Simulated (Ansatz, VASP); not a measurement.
# One calculation of Cd, two programs

The input INCAR:

```
  PREC = Accurate
  ENCUT = 520
  EDIFF = 1E-6
  ISMEAR = 0
  SIGMA = 0.15
  LREAL = F
  LASPH = T
  NELM = 80
  ALGO = Fast
  ISIF = 2
  LWAVE = F
  LCHARG = F
  GGA = PS
  NBANDS = 19
```

The input KPOINTS:

```
Automatic mesh
0
Gamma
  18 18 8
```

Contents of POSCAR:

```
Cd
1.0
    2.9788725081      0.0000000000      0.0000000000
   -1.4894362540      2.5668803703      0.0000000000
    0.0000000000      0.0000000000      5.6176500000
Cd
2
Direct
    0.3333333333      0.6666666667      0.2500000000
    0.6666666667      0.3333333333      0.7500000000
```

Input for Ansatz:

```yaml
crystal:
  lattice:
    - [2.9788725081, 0.0, 0.0]
    - [-1.489436254, 2.5668803703, 0.0]
    - [0.0, 0.0, 5.61765]
  atoms:
    - { symbol: Cd, position: [0.3333333333, 0.6666666667, 0.25] }
    - { symbol: Cd, position: [0.6666666667, 0.3333333333, 0.75] }
basis:
  ecutwfc: 420
kpoints:
  mp_grid: { grid: [18, 18, 8] }
hamiltonian:
  xc: pbesol
scf:
  occupations: { method: gaussian, width: 0.15 }
output:
  forces: true
  stress: true
  eigenvalues: true
```

Change from the starting cell: strain -0.0050 x Voigt [0, 1, 0, 0, 0, 0], atoms carried along.

Alike in both runs: task single point; functional PBEsol; k mesh 18 × 18 × 8; occupations gaussian, width 0.15 eV; no spin polarisation.

```csv
,VASP,Ansatz
version,VASP 6.6.1,Ansatz 0.2.0
potentials or method,"VASP PAW PBE potentials, release 64 (Cd), cutoff 520 eV","scalar-relativistic, plane waves, PAW"
valence electrons in the cell,24,40
```

```tsv
	VASP	Ansatz	Ansatz less VASP
gap on the k mesh at the Fermi level (eV)	none	none	-
pressure (GPa)	-0.8	-1.2	-0.39
traceless stress, the component that is largest in VASP (GPa)	-0.25	-0.32	-0.069
```

VASP's potentials were made for PBE, not for PBEsol. A gap of «none» marks a metal or a gap that the smearing closes. VASP's potentials hold 24 valence electrons a cell and Ansatz's 40, so a difference there can come from the potentials and not from the codes.
